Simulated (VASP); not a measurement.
Input of a VASP 6.6.1 run:

The input INCAR:

```
PREC = Accurate
ENCUT = 520
EDIFF = 1E-6
ISMEAR = 0
SIGMA = 0.1
LREAL = F
LASPH = T
NELM = 100
ALGO = Normal
ISIF = 2
LWAVE = F
LCHARG = F
GGA = PS
NBANDS = 39
```

Contents of KPOINTS:

```
regular mesh
0
Gamma
  6 6 2
```

POSCAR

```
Ti2O
1.0
    2.8901332527      0.0000000000      0.0000000000
   -1.4450666264      2.5029288172      0.0000000000
    0.0000000000      0.0000000000      9.9401574754
Ti O
4 2
Direct
    0.6666666667      0.3333333333      0.8884173597
    0.3333333333      0.6666666667      0.3884173597
    0.6666666667      0.3333333333      0.6115826403
    0.3333333333      0.6666666667      0.1115826403
    0.0000000000      0.0000000000      0.7500000000
    0.0000000000      0.0000000000      0.2500000000
```

Potentials or basis: VASP PAW PBE potentials, release 64 (Ti_sv, O).

Run with:

```sh
$ cat potpaw_PBE.64/Ti_sv/POTCAR potpaw_PBE.64/O/POTCAR > POTCAR
$ mpirun -np 1 vasp_std > vasp.out
```

Task: Estimate the largest force.

Result: 0.058 eV/Å.

Task: Predict the band gap on the k mesh.

Result: Zero (bands 30 and 31 overlap by 1.08 eV).

Task: Estimate the pressure.

Result: -0.1 GPa.

Stress tensor (GPa, compression positive):
```
-0.09  0.00  0.00
 0.00 -0.09  0.00
 0.00  0.00 -0.02
```

Caveat: the k points lie up to 0.42 Å⁻¹ apart, too coarse for converged energies and pressures of a metal; the PAW data sets were made with another functional, which shifts forces and pressure a little.
